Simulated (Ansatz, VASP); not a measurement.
Two plane-wave programs on H2S

```
S H
1.0
    12.32557    0.00000    0.00000
     0.00000   12.82557    0.00000
     0.00000    0.00000   13.32557
S H
1 2
Direct
  0.52947 0.51106 0.45948
  0.51624 0.43129 0.52448
  0.46635 0.57430 0.51581
```

Alike in both runs: task single point; functional r2SCAN; k mesh 1 × 1 × 1; occupations gaussian, width 0.005 eV; no spin polarisation.

```csv
,VASP,Ansatz
version,VASP 6.6.1,Ansatz 0.2.0
potentials or method,"VASP PAW PBE potentials, release 64 (S, H)","scalar-relativistic, plane waves, PAW"
plane-wave cutoff (eV),440,500
valence electrons in the cell,8,8
```

Ansatz gave:

| Property | Result |
| --- | --- |
| rms of the force components (eV/Å) | 0.176 |

Problem. What did VASP give for the same quantities?

Solution. rms of the force components (eV/Å): 0.197.

VASP's potentials were made for PBE, not for r2SCAN. Atom by atom the forces differ by 0.021 eV/Å (rms over components). The functional is the same, so the differences come from potentials, cutoffs and numerics.
